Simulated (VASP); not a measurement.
Write the native input for VASP 6.6.1 that does the following.

```
Task                   : single point
Functional             : PBE
Potentials or basis    : VASP PAW PBE potentials, release 64 (Mn_pv, O)
Cutoff                 : 520 eV
k mesh                 : 12 × 12 × 6
Occupations            : gaussian, width 0.05 eV
Spin                   : collinear spin, antiferromagnetic start
Starting moments       : [5.0, -5.0, 0.0, 0.0] μB
Hubbard terms          : Mn d U = 3.9 eV
Dipole correction      : no
Further INCAR settings : ALGO = Normal; EDIFF = 1e-06; NBANDS = 31
```

The structure of MnO lies in POSCAR:

```
MnO
1.0
    0.0000000000      2.2664570858      2.2664570858
    2.2664570858      0.0000000000      2.2664570858
    4.5329141716      4.5329141716      0.0000000000
Mn O
2 2
Direct
    0.0000000000      0.0000000000      0.0000000000
    0.0000000000      0.0000000000      0.5000000000
    0.5000000000      0.5000000000      0.2500000000
    0.5000000000      0.5000000000      0.7500000000
```

One way to write it, as run:

INCAR

```
SYSTEM = MnO
ALGO     = Normal         ! electronic algorithm
EDIFF    = 1E-6           ! SCF threshold, eV
ENCUT    = 520            ! plane-wave cutoff, eV
GGA      = PE             ! functional
ISIF     = 2              ! what is computed and relaxed
ISMEAR   = 0              ! smearing method
ISPIN    = 2              ! spin polarisation
LASPH    = .TRUE.         ! aspherical terms in the spheres
LCHARG   = .FALSE.        ! write CHGCAR
LDAU     = .TRUE.         ! DFT+U
LDAUJ    = 0 0          
LDAUL    = 2 -1           ! shell
LDAUPRINT= 1            
LDAUTYPE = 2            
LDAUU    = 3.9 0          ! U, eV
LMAXMIX  = 4              ! l up to which the mixer works
LORBIT   = 11             ! projections on sites
LREAL    = .FALSE.        ! projectors in reciprocal space
LWAVE    = .FALSE.        ! write WAVECAR
MAGMOM   = 5 -5 0 0       ! initial moments
NBANDS   = 31             ! bands
NELM     = 150            ! most SCF steps
PREC     = Accurate       ! precision mode
SIGMA    = 0.05           ! smearing width, eV
```

KPOINTS

```
k-points
0
G
  12 12 6
  0 0 0
```

Potentials or basis: VASP PAW PBE potentials, release 64 (Mn_pv, O).

Launch:

```console
$ cat potpaw_PBE.64/Mn_pv/POTCAR potpaw_PBE.64/O/POTCAR > POTCAR
$ mpirun -np 1 vasp_std > vasp.out
```

Results of the run:

```yaml
Pressure: -3.4 GPa
Band_gap_on_the_k_mesh: 1.57 eV
Net_moment: 0.00 μB per cell
Site_moments: Mn +4.58, -4.58; O +0.00 μB
Valence_electrons_inside_the_program's_atomic_spheres: Mn 11.29; O 4.98
```

It took 3.7 min on 1 thread of Oxide Virtual Turin-like Processor, on a shared host, peak memory 0.29 GiB.
